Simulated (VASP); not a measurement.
# TiSi2 (Fddd) in VASP: further runs, part 2 of 3

VASP 6.6.1. The steps go on from the part before.

### Step 3. Single point, PBE (z stretched by -3 %, then relaxed in part)

File INCAR:

```
SYSTEM = TiSi2
PREC = Accurate
ENCUT = 520
EDIFF = 1E-6
ISMEAR = -1
SIGMA = 0.05
LREAL = .FALSE.
LASPH = .TRUE.
NELM = 80
ALGO = Normal
ISIF = 2
LWAVE = .FALSE.
LCHARG = .TRUE.
GGA = PE
LELF = .TRUE.
LVHAR = .TRUE.
NBANDS = 29
```

File KPOINTS:

```
Automatic mesh
0
G
  13 13 13
  0 0 0
```

File POSCAR:

```
TiSi2
1.0
    0.0000000000      4.1180000000      4.1336550000
    2.3865000000      0.0000000000      4.1336550000
    2.3865000000      4.1180000000      0.0000000000
Ti Si
2 4
Direct
    0.7500000000      0.7500000000      0.7500000000
    0.5000000000      0.5000000000      0.5000000000
    0.0857127775      0.4142872225      0.0857127775
    0.4142872225      0.0857127775      0.4142872225
    0.1642872225      0.8357127775      0.1642872225
    0.8357127775      0.1642872225      0.8357127775
```

Potentials or basis: VASP PAW PBE potentials, release 64 (Ti_sv, Si).

The run is started by

```bash
cat potpaw_PBE.64/Ti_sv/POTCAR potpaw_PBE.64/Si/POTCAR > POTCAR
mpirun -np 1 vasp_std > vasp.out
```

OUTCAR:

```text
SYSTEM = TiSi2
   PREC = Accurate
   ENCUT = 520
   EDIFF = 1E-6
   ISMEAR = -1
   LREAL = .FALSE.
   LASPH = .TRUE.
   NELM = 80
   ISIF = 2
   GGA = PE

 ion  position               nearest neighbor table
   1  0.750  0.750  0.750-   6 2.49   5 2.49   6 2.49   5 2.49   4 2.74   4 2.74   3 2.74   3 2.74
                             3 2.76   4 2.76
   2  0.500  0.500  0.500-   3 2.49   4 2.49   3 2.49   4 2.49   5 2.74   5 2.74   6 2.74   6 2.74
                             5 2.76   6 2.76
   3  0.086  0.414  0.086-   5 2.47   5 2.47   2 2.49   2 2.49   4 2.71   1 2.74   1 2.74   1 2.76
                             4 2.77   4 2.77
   4  0.414  0.086  0.414-   6 2.47   6 2.47   2 2.49   2 2.49   3 2.71   1 2.74   1 2.74   1 2.76
                             3 2.77   3 2.77
   5  0.164  0.836  0.164-   3 2.47   3 2.47   1 2.49   1 2.49   6 2.71   2 2.74   2 2.74   2 2.76
                             6 2.77   6 2.77
   6  0.836  0.164  0.836-   4 2.47   4 2.47   1 2.49   1 2.49   5 2.71   2 2.74   2 2.74   2 2.76
                             5 2.77   5 2.77

  LATTYP: Found a face centered orthorhombic cell.
 ALAT       =     4.7730000000
 B/A-ratio  =     1.7255394930
 C/A-ratio  =     1.7320993086

  Lattice vectors:

 A1 = (   0.0000000000,   4.1180000000,   4.1336550000)
 A2 = (   2.3865000000,   0.0000000000,   4.1336550000)
 A3 = (   2.3865000000,   4.1180000000,   0.0000000000)

Analysis of symmetry for initial positions (statically):
=====================================================================
 Subroutine PRICEL returns:
 Original cell was already a primitive cell.

 Routine SETGRP: Setting up the symmetry group for a
 face centered orthorhombic supercell.

 Subroutine GETGRP returns: Found  8 space group operations
 (whereof  4 operations were pure point group operations)
 out of a pool of  8 trial point group operations.

The static configuration has the point symmetry D_2 .
 The point group associated with its full space group is D_2h.

Analysis of symmetry for dynamics (positions and initial velocities):
=====================================================================
 Subroutine PRICEL returns:
 Original cell was already a primitive cell.

 Routine SETGRP: Setting up the symmetry group for a
 face centered orthorhombic supercell.

 Subroutine GETGRP returns: Found  8 space group operations
 (whereof  4 operations were pure point group operations)
 out of a pool of  8 trial point group operations.

The dynamic configuration has the point symmetry D_2 .
 The point group associated with its full space group is D_2h.

 Subroutine INISYM returns: Found  8 space group operations
 (whereof  4 operations are pure point group operations),
 and found     1 'primitive' translations

----------------------------------------------------------------------------------------

                                     Primitive cell

  volume of cell :      81.2479

  direct lattice vectors                    reciprocal lattice vectors
     0.000000000  4.118000000  4.133655000    -0.209511837  0.121418164  0.120958329
     2.386500000  0.000000000  4.133655000     0.209511837 -0.121418164  0.120958329
     2.386500000  4.118000000  0.000000000     0.209511837  0.121418164 -0.120958329

  length of vectors
[... 47 lines left out ...]
  0.000000  0.000000  0.000000      1.000000
  0.076923  0.000000  0.000000      8.000000
  0.153846 -0.000000 -0.000000      8.000000
  0.230769  0.000000  0.000000      8.000000
  0.307692 -0.000000 -0.000000      8.000000
  0.384615  0.000000 -0.000000      8.000000
[... 16 lines left out ...]
  0.384615  0.153846  0.000000      8.000000
  0.461538  0.153846 -0.000000      8.000000
 [... further k-points ...]
   k-points           NKPTS =    343   k-points in BZ     NKDIM =    343   number of bands    NBANDS=     29
   number of dos      NEDOS =    301   number of ions     NIONS =      6
   total plane-waves  NPLWV =  62208
   dimension x,y,z NGX =    48 NGY =   36 NGZ =   36
   dimension x,y,z NGXF=    96 NGYF=   72 NGZF=   72
   ions per type =               2   4
   NGX,Y,Z   is equivalent  to a cutoff of  13.68, 12.54, 12.57 a.u.
   NGXF,Y,Z  is equivalent  to a cutoff of  27.35, 25.08, 25.15 a.u.
 SYSTEM =  TiSi2
   PREC   = accura    normal or accurate (medium, high low for compatibility)
   ISTART =      0    job   : 0-new  1-cont  2-samecut
   ICHARG =      2    charge: 1-file 2-atom 10-const
   ISPIN  =      1    spin polarized calculation?
   LNONCOLLINEAR =      F non collinear calculations
   LSORBIT =      F    spin-orbit coupling
   LASPH  =      T    aspherical Exc in radial PAW
   ENCUT  =  520.0 eV  38.22 Ry    6.18 a.u.  10.85  8.87  8.85*2*pi/ulx,y,z
   NELM   =     80;   NELMIN=  2; NELMDL= -5     # of ELM steps
   EDIFF  = 0.1E-05   stopping-criterion for ELM
   LREAL  =      F    real-space projection
   EDIFFG = 0.1E-04   stopping-criterion for IOM
   NSW    =      0    number of steps for IOM
   IBRION =     -1    ionic relax: 0-MD 1-quasi-New 2-CG
   NFREE  =      0    steps in history (QN), initial steepest desc. (CG)
   ISIF   =      2    stress and relaxation
   ISYM   =      2    0-nonsym 1-usesym 2-fastsym
   POTIM  = 0.5000    time-step for ionic-motion
   TEBEG  =    0.0;   TEEND  =   0.0 temperature during run
   PSTRESS=    0.0 pullay stress
   NELECT =      40.0000    total number of electrons
   NUPDOWN=      -1.0000    fix difference up-down
   EMIN   =  10.00;   EMAX   =-10.00  energy-range for DOS
   EFERMI =   0.00;   METHOD = LEGACY
   ISMEAR =    -1;   SIGMA  =   0.05  broadening in eV -4-tet -1-fermi 0-gaus
   EFERMI_NEDOS =   21; number of points for ismear=-14 and -15
   IALGO  =     38    algorithm
   IMIX   =      4    mixing-type and parameters
     AMIX     =   0.40;   BMIX     =  1.00
     AMIX_MAG =   1.60;   BMIX_MAG =  1.00
  volume/ion in A,a.u.               =      13.54        91.38
  Fermi-wavevector in a.u.,A,eV,Ry     =   1.292679  2.442810 22.735608  1.671020
  Thomas-Fermi vector in A             =   2.424372
   LORBIT       =      0    0 simple, 1 ext, 2 COOP (PROOUT), +10 PAW based schemes
   GGA     = PE    functional components
   LHFCALC =     F    Hartree Fock is set to
   AEXX    =    0.0000 exact exchange contribution
   IVDW    =     0    specifies the selected vdW correction
   LEPSILON=     F    determine dielectric tensor
   LRPA    =     F    only Hartree local field effects (RPA)
 non-spin polarized calculation
  energy-cutoff  :      520.00
  volume of cell :       81.25
 maximum number of plane-waves:      2221
 NGX is ok and might be reduce to    48
   NGX = 21   NGY = 17   NGZ = 17

 number of electron      40.0000004 magnetization

 Free energy of the ion-electron system (eV)
  ---------------------------------------------------
  ext. energy  EPLUGINS =         0.00000000
  ---------------------------------------------------
  free energy    TOTEN  =       -40.55457916 eV

  energy without entropy =      -40.53836386  energy(sigma->0) =      -40.54647151

 E-fermi :  10.5632     XC(G=0): -11.8754

 val. band max:       10.5609008654   @ k =  -0.0769   0.3846   0.3077
 cond. band min:      10.5636053313   @ k =  -0.0769   0.1538   0.1538
 fundamental gap:      0.0027044659
 Fermi energy:        10.5631568513

 k-point     1 :       0.0000    0.0000    0.0000
  band No.  band energies     occupation
      1     -45.5756      2.00000
      2     -45.5413      2.00000
      3     -21.9773      2.00000
      4     -21.9627      2.00000
      5     -21.8896      2.00000
      6     -21.8719      2.00000
[... 757 lines left out ...]
     28      14.8746      0.00000
     29      15.0515      0.00000

 [... further k-points ...]

------------------------ aborting loop because EDIFF is reached ----------------------------------------

  FORCE on cell =-STRESS in cart. coord.  units (eV):
  Direction    XX          YY          ZZ          XY          YZ          ZX
  --------------------------------------------------------------------------------------
  -------------------------------------------------------------------------------------
  Total        2.9410593      1.2676824      8.5178302      0.0000000      0.0000000      0.0000000
  in kB       57.9965768     24.9982173    167.9683894      0.0000000      0.0000000      0.0000000
  external PRESSURE =      83.6543945 kB  Pullay stress =       0.0000000 kB

 VOLUME and BASIS-vectors are now :
 -----------------------------------------------------------------------------
  energy-cutoff  :      520.00
  volume of cell :       81.25
      direct lattice vectors                 reciprocal lattice vectors
     0.000000000  4.118000000  4.133655000    -0.209511837  0.121418164  0.120958329
     2.386500000  0.000000000  4.133655000     0.209511837 -0.121418164  0.120958329
     2.386500000  4.118000000  0.000000000     0.209511837  0.121418164 -0.120958329

 POSITION                                       TOTAL-FORCE (eV/Angst)
 -----------------------------------------------------------------------------------
      3.57975      6.17700      6.20048         0.000000     -0.000000     -0.000000
      2.38650      4.11800      4.13366        -0.000000     -0.000000     -0.000000
      1.19325      0.70593      2.06683        -0.000000      0.001091      0.000000
      1.19325      3.41207      2.06683        -0.000000     -0.001091      0.000000
      2.38650      1.35307      4.13366        -0.000000     -0.001091      0.000000
      2.38650      6.88293      4.13366        -0.000000      0.001091      0.000000
 -----------------------------------------------------------------------------------
    total drift:                               -0.000000     -0.000000     -0.000000

  FREE ENERGIE OF THE ION-ELECTRON SYSTEM (eV)
  ---------------------------------------------------
  free  energy   TOTEN  =       -40.5545791632 eV

  energy  without entropy=      -40.5383638561  energy(sigma->0) =      -40.54647151
```

Wall time 21 min (1 thread of Intel Xeon 8259CL, shared host); peak memory 0.73 GiB.

Results:

| Property | Result |
| --- | --- |
| Free energy | -40.5546 eV |
| Pressure | 8.4 GPa |
| Band gap on the k mesh | zero (bands 20 and 21 overlap by 2.00 eV) |

Caveat: the cell differs from its parent crystal (z stretched by -3 %, then relaxed in part); the stress differs along the axes, from 2 to 17 GPa.

(Continued in part 3 of 3.)
